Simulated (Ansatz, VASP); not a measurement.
# Two plane-wave programs on SnO

```xyz
8
Lattice="2.5166 -2.8789 0.0000 2.5166 2.8789 0.0000 0.0000 0.0000 11.1936" Properties=species:S:1:pos:R:3 pbc="T T T"
Sn    0.0000   -0.0001   -0.1737
Sn    0.0000    0.0001    5.4231
Sn    2.5166    0.0008    3.0504
Sn    2.5166   -0.0008    8.6472
O     3.7748   -1.4395    4.2368
O     1.2584    1.4395    9.8336
O     1.2584   -1.4395    4.2368
O     3.7748    1.4395    9.8336
```

Change from the starting cell: volume scaled by 1.02, ions relaxed.

Alike in both runs: functional PBE; k mesh 8 × 8 × 3; occupations fermi-dirac, width 0.02 eV; no spin polarisation.

Ansatz relaxed the structure, and its values are those at the end. VASP's run is a single point on that final structure, the one shown.

```csv
,VASP,Ansatz
version,VASP 6.6.1,Ansatz 0.2.0
potentials or method,"VASP PAW PBE potentials, release 64 (Sn_d, O)","plane-wave PAW, scalar-relativistic"
plane-wave cutoff (eV),520,420
valence electrons in the cell,80,80
```

VASP gave:

```
gap on the k mesh at the Fermi level (eV) : 0.83
pressure (GPa)                            : 1.5
rms of the force components (eV/Å)        : 0.034
```

Problem. What did Ansatz give for the same quantities?

Solution. gap on the k mesh at the Fermi level (eV): 0.83; pressure (GPa): 1.3; rms of the force components (eV/Å): 0.001.

The functional is the same, so the differences come from potentials, cutoffs and numerics. Ansatz's warnings: stress scf threshold loose.
